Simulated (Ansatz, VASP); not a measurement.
One calculation of P, two programs

```
CELL_PARAMETERS angstrom
3.30547 0.00000 0.00000
0.00000 35.08788 0.00000
0.00000 0.00000 4.66276
ATOMIC_POSITIONS crystal
P 0.50000 0.97026 0.90785
P 0.50000 0.02974 0.09215
P 0.00000 0.02974 0.40785
P 0.00000 0.97026 0.59215
```

Alike in both runs: task single point; functional LDA; k mesh 8 × 1 × 6; occupations fermi-dirac, width 0.05 eV; no spin polarisation.

|  | VASP | Ansatz |
| --- | --- | --- |
| version | VASP 6.6.1 | Ansatz 0.2.0 |
| potentials or method | VASP PAW LDA potentials, release 64 (P) | Ansatz PAW |
| plane-wave cutoff (eV) | 520 | 420 |
| valence electrons in the cell | 20 | 20 |

Ansatz gave:

| Item | Value |
| --- | --- |
| gap on the k mesh at the Fermi level (eV) | 0.85 |
| least direct gap on the mesh (eV) | 0.85 |
| rms of the force components (eV/Å) | 0.100 |

**Question.** Which values does VASP return?

**Answer.** gap on the k mesh at the Fermi level (eV): 0.87; least direct gap on the mesh (eV): 0.87; rms of the force components (eV/Å): 0.110.

LDA's correlation is that of Perdew and Zunger in VASP and of Perdew and Wang (1992) in Ansatz. Atom by atom the forces differ by 0.024 eV/Å (rms over components).
